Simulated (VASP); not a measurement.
# SnPb2 (P4_2/mnm) in VASP: a series of runs

Runs on SnPb2. Level: PBE. Tasks: single point, relaxation of cell and atoms.

Program: VASP 6.6.1. These are calculated values, not measurements. Logs are shortened: lines on timing, memory, paths and dates and some standing lists are left out, and cuts for length are marked.

## (1) The cell of the first run

Symmetry: P4_2/mnm, No. 136, tetragonal system. The conventional cell has a = 6.608 Å, b = 6.608 Å, c = 4.256 Å, α = 90.00°, β = 90.00°, γ = 90.00°. Within 3.7 Å of Sn (site symmetry mmm) lie 6 Pb at 2.80 to 2.86 Å. Pb (site symmetry m2m) has 3 Sn at 2.80 to 2.86 Å and 1 Pb at 3.63 Å within 3.7 Å.

## (2) Single point, PBE

The input, INCAR:

```
SYSTEM = SnPb2
ALGO = Fast
EDIFF = 1E-6
ENCUT = 520
GGA = PE
ISIF = 2
ISMEAR = 0
LASPH = .True.
LCHARG = .True.
LELF = .True.
LREAL = .False.
LVHAR = .True.
LWAVE = .False.
NBANDS = 51
NELM = 80
PREC = Accurate
SIGMA = 0.1
```

The input, KPOINTS:

```
k-points
0
Gamma
  4 4 4
  0 0 0
```

The input, POSCAR:

```
SnPb2
1.0
    6.6080141179      0.0000000000      0.0000000000
    0.0000000000      6.6080141179      0.0000000000
    0.0000000000      0.0000000000      4.2562285100
Sn Pb
2 4
Direct
    0.0000000000      0.0000000000      0.0000000000
    0.5000000000      0.5000000000      0.5000000000
    0.3060000000      0.3060000000      0.0000000000
    0.1940000000      0.8060000000      0.5000000000
    0.6940000000      0.6940000000      0.0000000000
    0.8060000000      0.1940000000      0.5000000000
```

Potentials or basis: VASP PAW PBE potentials, release 64 (Sn_d, Pb_d).

Run with:

```bash
$ cat potpaw_PBE.64/Sn_d/POTCAR potpaw_PBE.64/Pb_d/POTCAR > POTCAR
$ mpirun -np 1 vasp_std > vasp.out
```

OUTCAR:

```text
SYSTEM = SnPb2
   EDIFF = 1E-6
   ENCUT = 520
   GGA = PE
   ISIF = 2
   ISMEAR = 0
   LASPH = .True.
   LREAL = .False.
   NELM = 80
   PREC = Accurate

 ion  position               nearest neighbor table
   1  0.000  0.000  0.000-   4 2.80   6 2.80   4 2.80   6 2.80   5 2.86   3 2.86
   2  0.500  0.500  0.500-   3 2.80   5 2.80   3 2.80   5 2.80   4 2.86   6 2.86
   3  0.306  0.306  0.000-   2 2.80   2 2.80   1 2.86   5 3.63   6 4.00   4 4.00   4 4.00   6 4.00
                             4 4.00   4 4.00   6 4.00   6 4.00
   4  0.194  0.806  0.500-   1 2.80   1 2.80   2 2.86   6 3.63   3 4.00   5 4.00   3 4.00   5 4.00
                             3 4.00   3 4.00   5 4.00   5 4.00
   5  0.694  0.694  0.000-   2 2.80   2 2.80   1 2.86   3 3.63   6 4.00   4 4.00   4 4.00   6 4.00
                             6 4.00   6 4.00   4 4.00   4 4.00
   6  0.806  0.194  0.500-   1 2.80   1 2.80   2 2.86   4 3.63   5 4.00   3 4.00   3 4.00   5 4.00
                             5 4.00   5 4.00   3 4.00   3 4.00

  LATTYP: Found a simple tetragonal cell.
 ALAT       =     6.6080141179
 C/A-ratio  =     0.6441010013

  Lattice vectors:

 A1 = (   6.6080141179,   0.0000000000,   0.0000000000)
 A2 = (   0.0000000000,   6.6080141179,   0.0000000000)
 A3 = (   0.0000000000,   0.0000000000,   4.2562285100)

Analysis of symmetry for initial positions (statically):
=====================================================================
 Subroutine PRICEL returns:
 Original cell was already a primitive cell.

 Routine SETGRP: Setting up the symmetry group for a
 simple tetragonal supercell.

 Subroutine GETGRP returns: Found 16 space group operations
 (whereof  8 operations were pure point group operations)
 out of a pool of 16 trial point group operations.

The static configuration has the point symmetry D_2h.
 The point group associated with its full space group is D_4h.

Analysis of symmetry for dynamics (positions and initial velocities):
=====================================================================
 Subroutine PRICEL returns:
 Original cell was already a primitive cell.

 Routine SETGRP: Setting up the symmetry group for a
 simple tetragonal supercell.

 Subroutine GETGRP returns: Found 16 space group operations
 (whereof  8 operations were pure point group operations)
 out of a pool of 16 trial point group operations.

The dynamic configuration has the point symmetry D_2h.
 The point group associated with its full space group is D_4h.

 Subroutine INISYM returns: Found 16 space group operations
 (whereof  8 operations are pure point group operations),
 and found     1 'primitive' translations

----------------------------------------------------------------------------------------

                                     Primitive cell

  volume of cell :     185.8518

  direct lattice vectors                    reciprocal lattice vectors
     6.608014118  0.000000000  0.000000000     0.151331396  0.000000000  0.000000000
     0.000000000  6.608014118  0.000000000     0.000000000  0.151331396  0.000000000
     0.000000000  0.000000000  4.256228510     0.000000000  0.000000000  0.234949791

  length of vectors
     6.608014118  6.608014118  4.256228510     0.151331396  0.151331396  0.234949791

  position of ions in fractional coordinates (direct lattice)
     0.000000000  0.000000000  0.000000000
     0.500000000  0.500000000  0.500000000
     0.306000000  0.306000000  0.000000000
     0.194000000  0.806000000  0.500000000
     0.694000000  0.694000000  0.000000000
     0.806000000  0.194000000  0.500000000

  ion indices of the primitive-cell ions
   primitive index   ion index
                 1           1
                 2           2
                 3           3
                 4           4
                 5           5
                 6           6

----------------------------------------------------------------------------------------

 KPOINTS: k-points

Automatic generation of k-mesh.
 Grid dimensions read from file:
 generate k-points for:    4    4    4

 Generating k-lattice:

  Cartesian coordinates                     Fractional coordinates (reciprocal lattice)
     0.037832849  0.000000000  0.000000000     0.250000000  0.000000000  0.000000000
     0.000000000  0.037832849  0.000000000     0.000000000  0.250000000  0.000000000
     0.000000000  0.000000000  0.058737448     0.000000000  0.000000000  0.250000000

  Length of vectors
     0.037832849  0.037832849  0.058737448

  Shift w.r.t. Gamma in fractional coordinates (k-lattice)
     0.000000000  0.000000000  0.000000000

 Subroutine IBZKPT returns following result:
 ===========================================

 Found     18 irreducible k-points:

 Following reciprocal coordinates:
            Coordinates               Weight
  0.000000  0.000000  0.000000      1.000000
  0.250000  0.000000  0.000000      4.000000
  0.500000  0.000000  0.000000      2.000000
  0.250000  0.250000  0.000000      4.000000
  0.500000  0.250000  0.000000      4.000000
  0.500000  0.500000  0.000000      1.000000
[... 10 lines left out ...]
  0.500000  0.250000  0.500000      4.000000
  0.500000  0.500000  0.500000      1.000000
   k-points           NKPTS =     18   k-points in BZ     NKDIM =     18   number of bands    NBANDS=     51
   number of dos      NEDOS =    301   number of ions     NIONS =      6
   total plane-waves  NPLWV =  80000
   dimension x,y,z NGX =    50 NGY =   50 NGZ =   32
   dimension x,y,z NGXF=   100 NGYF=  100 NGZF=   64
   ions per type =               2   4
   NGX,Y,Z   is equivalent  to a cutoff of  12.58, 12.58, 12.50 a.u.
   NGXF,Y,Z  is equivalent  to a cutoff of  25.16, 25.16, 25.00 a.u.
 SYSTEM =  SnPb2
   PREC   = accura    normal or accurate (medium, high low for compatibility)
   ISTART =      0    job   : 0-new  1-cont  2-samecut
   ICHARG =      2    charge: 1-file 2-atom 10-const
   ISPIN  =      1    spin polarized calculation?
   LNONCOLLINEAR =      F non collinear calculations
   LSORBIT =      F    spin-orbit coupling
   LASPH  =      T    aspherical Exc in radial PAW
   ENCUT  =  520.0 eV  38.22 Ry    6.18 a.u.  12.29 12.29  7.91*2*pi/ulx,y,z
   NELM   =     80;   NELMIN=  2; NELMDL= -5     # of ELM steps
   EDIFF  = 0.1E-05   stopping-criterion for ELM
   LREAL  =      F    real-space projection
   EDIFFG = 0.1E-04   stopping-criterion for IOM
   NSW    =      0    number of steps for IOM
   IBRION =     -1    ionic relax: 0-MD 1-quasi-New 2-CG
   NFREE  =      0    steps in history (QN), initial steepest desc. (CG)
   ISIF   =      2    stress and relaxation
   ISYM   =      2    0-nonsym 1-usesym 2-fastsym
   POTIM  = 0.5000    time-step for ionic-motion
   TEBEG  =    0.0;   TEEND  =   0.0 temperature during run
   PSTRESS=    0.0 pullay stress
   NELECT =      84.0000    total number of electrons
   NUPDOWN=      -1.0000    fix difference up-down
   EMIN   =  10.00;   EMAX   =-10.00  energy-range for DOS
   EFERMI =   0.00;   METHOD = LEGACY
   ISMEAR =     0;   SIGMA  =   0.10  broadening in eV -4-tet -1-fermi 0-gaus
   EFERMI_NEDOS =   21; number of points for ismear=-14 and -15
   IALGO  =     68    algorithm
   IMIX   =      4    mixing-type and parameters
     AMIX     =   0.40;   BMIX     =  1.00
     AMIX_MAG =   1.60;   BMIX_MAG =  1.00
  volume/ion in A,a.u.               =      30.98       209.03
  Fermi-wavevector in a.u.,A,eV,Ry     =   1.256355  2.374166 21.475809  1.578427
  Thomas-Fermi vector in A             =   2.390067
   LORBIT       =      0    0 simple, 1 ext, 2 COOP (PROOUT), +10 PAW based schemes
   GGA     = PE    functional components
   LHFCALC =     F    Hartree Fock is set to
   AEXX    =    0.0000 exact exchange contribution
   IVDW    =     0    specifies the selected vdW correction
   LEPSILON=     F    determine dielectric tensor
   LRPA    =     F    only Hartree local field effects (RPA)
 non-spin polarized calculation
 RMM-DIIS sequential band-by-band and
 Gauss-broadening in eV      SIGMA  =   0.10
  energy-cutoff  :      520.00
  volume of cell :      185.85
 maximum number of plane-waves:      5036
 NGX is ok and might be reduce to    50
   NGX = 25   NGY = 25   NGZ = 15

 number of electron      84.0000028 magnetization

 Free energy of the ion-electron system (eV)
  ---------------------------------------------------
  ext. energy  EPLUGINS =         0.00000000
  ---------------------------------------------------
  free energy    TOTEN  =       -18.39350040 eV

  energy without entropy =      -18.37935825  energy(sigma->0) =      -18.38642932

 E-fermi :   6.9143     XC(G=0):  -9.7180

 val. band max:        6.9032591073   @ k =   0.2500   0.2500   0.5000
 cond. band min:       6.9361418122   @ k =   0.2500   0.0000   0.2500
 fundamental gap:      0.0328827049
 Fermi energy:         6.9142528934

 k-point     1 :       0.0000    0.0000    0.0000
  band No.  band energies     occupation
      1     -14.9310      2.00000
      2     -14.8942      2.00000
      3     -14.8942      2.00000
      4     -14.8927      2.00000
      5     -14.7950      2.00000
      6     -14.7935      2.00000
[... 43 lines left out ...]
     50      10.5756      0.00000
     51      12.2552      0.00000

 k-point     2 :       0.2500    0.0000    0.0000
  band No.  band energies     occupation
      1     -14.9251      2.00000
      2     -14.8979      2.00000
      3     -14.8938      2.00000
      4     -14.8938      2.00000
      5     -14.7942      2.00000
      6     -14.7939      2.00000
[... 43 lines left out ...]
     50      11.0550      0.00000
     51      12.0418      0.00000

 k-point     3 :       0.5000    0.0000    0.0000
  band No.  band energies     occupation
      1     -14.9111      2.00000
      2     -14.9111      2.00000
      3     -14.8934      2.00000
      4     -14.8934      2.00000
      5     -14.7943      2.00000
      6     -14.7943      2.00000
[... 43 lines left out ...]
     50      10.5136      0.00000
     51      11.1123      0.00000
[... 703 lines left out ...]
 k-point    17 :       0.5000    0.2500    0.5000
  band No.  band energies     occupation
      1     -14.9075      2.00000
      2     -14.9075      2.00000
      3     -14.8832      2.00000
      4     -14.8832      2.00000
      5     -14.8008      2.00000
      6     -14.8008      2.00000
[... 43 lines left out ...]
     50      11.6042      0.00000
     51      12.4819      0.00000

 k-point    18 :       0.5000    0.5000    0.5000
  band No.  band energies     occupation
      1     -14.9055      2.00000
      2     -14.9055      2.00000
      3     -14.8853      2.00000
      4     -14.8853      2.00000
      5     -14.8003      2.00000
      6     -14.8003      2.00000
[... 43 lines left out ...]
     50      11.9247      0.00000
     51      11.9643      0.00000

------------------------ aborting loop because EDIFF is reached ----------------------------------------

  FORCE on cell =-STRESS in cart. coord.  units (eV):
  Direction    XX          YY          ZZ          XY          YZ          ZX
  --------------------------------------------------------------------------------------
  -------------------------------------------------------------------------------------
  Total       13.1267773     13.1267773     19.0990148      0.0000000      0.0000000      0.0000000
  in kB      113.1623193    113.1623193    164.6473283      0.0000000      0.0000000      0.0000000
  external PRESSURE =     130.3239890 kB  Pullay stress =       0.0000000 kB

 VOLUME and BASIS-vectors are now :
 -----------------------------------------------------------------------------
  energy-cutoff  :      520.00
  volume of cell :      185.85
      direct lattice vectors                 reciprocal lattice vectors
     6.608014118  0.000000000  0.000000000     0.151331396  0.000000000  0.000000000
     0.000000000  6.608014118  0.000000000     0.000000000  0.151331396  0.000000000
     0.000000000  0.000000000  4.256228510     0.000000000  0.000000000  0.234949791

 POSITION                                       TOTAL-FORCE (eV/Angst)
 -----------------------------------------------------------------------------------
      0.00000      0.00000      0.00000         0.000000      0.000000      0.000000
      3.30401      3.30401      2.12811         0.000000      0.000000      0.000000
      2.02205      2.02205      0.00000        -0.544975     -0.544975      0.000000
      1.28195      5.32606      2.12811         0.544975     -0.544975      0.000000
      4.58596      4.58596      0.00000         0.544975      0.544975      0.000000
      5.32606      1.28195      2.12811        -0.544975      0.544975      0.000000
 -----------------------------------------------------------------------------------
    total drift:                                0.000000     -0.000000      0.000000

  FREE ENERGIE OF THE ION-ELECTRON SYSTEM (eV)
  ---------------------------------------------------
  free  energy   TOTEN  =       -18.3935003964 eV

  energy  without entropy=      -18.3793582474  energy(sigma->0) =      -18.38642932
```

Wall time 2 min (1 thread of AMD EPYC 9R45 (Zen 5), shared host); peak memory 0.31 GiB.

Results:

```yaml
Free_energy: -18.3935 eV
Pressure: 13.0 GPa
Largest_force: 0.771 eV/Å
Band_gap_on_the_k_mesh: zero (bands 42 and 43 overlap by 2.02 eV)
```

Forces on the atoms (eV/Å):
```
Sn   0.000  0.000  0.000
Sn   0.000  0.000  0.000
Pb  -0.545 -0.545  0.000
Pb   0.545 -0.545  0.000
Pb   0.545  0.545  0.000
Pb  -0.545  0.545  0.000
```

Levels at points of the mesh, in eV from the Fermi level:
```tsv
k point	band 38	band 39	band 40	band 41	band 42	band 43	band 44	band 45	band 46	band 47
(0.00, 0.00, 0.00)	-2.70	-2.58	-2.50	-0.29	0.65	1.50	1.74	1.74	2.33	2.33
(0.50, 0.00, 0.00)	-1.66	-1.59	-1.59	-0.62	-0.62	1.33	1.33	2.13	2.13	2.70
(0.50, 0.50, 0.00)	-2.53	-1.51	-1.51	-0.02	-0.02	0.74	0.74	1.46	1.46	1.48
(0.00, 0.00, 0.50)	-3.31	-1.81	-1.81	-1.27	-1.27	-0.54	-0.54	0.11	0.11	1.61
(0.50, 0.00, 0.50)	-4.01	-3.19	-3.19	-1.16	-1.16	0.99	0.99	2.45	2.45	3.22
(0.50, 0.50, 0.50)	-4.07	-1.06	-1.06	-1.03	-1.03	0.75	0.75	1.54	1.54	1.87
```

Caveat: the k points lie up to 0.37 Å⁻¹ apart, too coarse for converged energies and pressures of a metal; spin-orbit coupling is left out, which moves the levels of the heavy elements.

(Part 1 of 2 ends here.)

The gap in the log of VASP goes by the Fermi energy; the results here count the filled bands.